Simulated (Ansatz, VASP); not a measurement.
# Two plane-wave programs on NaCl

File INCAR:

```
PREC = Accurate ; ENCUT = 520
EDIFF = 1E-7 ; ISMEAR = 0
SIGMA = 0.01 ; LREAL = F
LASPH = T ; NELM = 100
ALGO = Normal ; ISIF = 2
LWAVE = F ; LCHARG = F
GGA = PE ; NBANDS = 14
```

File KPOINTS:

```
regular mesh
0
Gamma
  8 8 8
```

File POSCAR:

```
NaCl
1.0
    0.0000000000      2.8026988303      2.8026988303
    2.8026988303      0.0000000000      2.8026988303
    2.8026988303      2.8026988303      0.0000000000
Na Cl
1 1
Direct
    0.0000000000      0.0000000000      0.0000000000
    0.5000000000      0.5000000000      0.5000000000
```

Input for Ansatz:

```yaml
crystal:
  lattice:
    - [0.0, 2.8026988303, 2.8026988303]
    - [2.8026988303, 0.0, 2.8026988303]
    - [2.8026988303, 2.8026988303, 0.0]
  atoms:
    - { symbol: Na, position: [0.0, 0.0, 0.0] }
    - { symbol: Cl, position: [0.5, 0.5, 0.5] }
kpoints:
  mp_grid: { grid: [8, 8, 8] }
hamiltonian:
  xc: pbe
scf:
  occupations: { method: fixed }
output:
  optics: { e_range: [0, 20], de: 0.05, sigma: 0.1, bands: auto }
```

Alike in both runs: task single point; functional PBE; k mesh 8 × 8 × 8; no spin polarisation.

```csv
,VASP,Ansatz
version,VASP 6.6.1,Ansatz 0.2.0
potentials or method,"VASP PAW PBE potentials, release 64 (Na_pv, Cl)","plane waves, PAW"
plane-wave cutoff (eV),520,420
occupations,"gaussian, width 0.01 eV",fixed
valence electrons in the cell,14,16
```

```csv
,VASP,Ansatz,Ansatz less VASP
gap on the k mesh at the Fermi level (eV),5.18,5.18,0.000
```

VASP's potentials hold 14 valence electrons a cell and Ansatz's 16, so a difference there can come from the potentials and not from the codes.
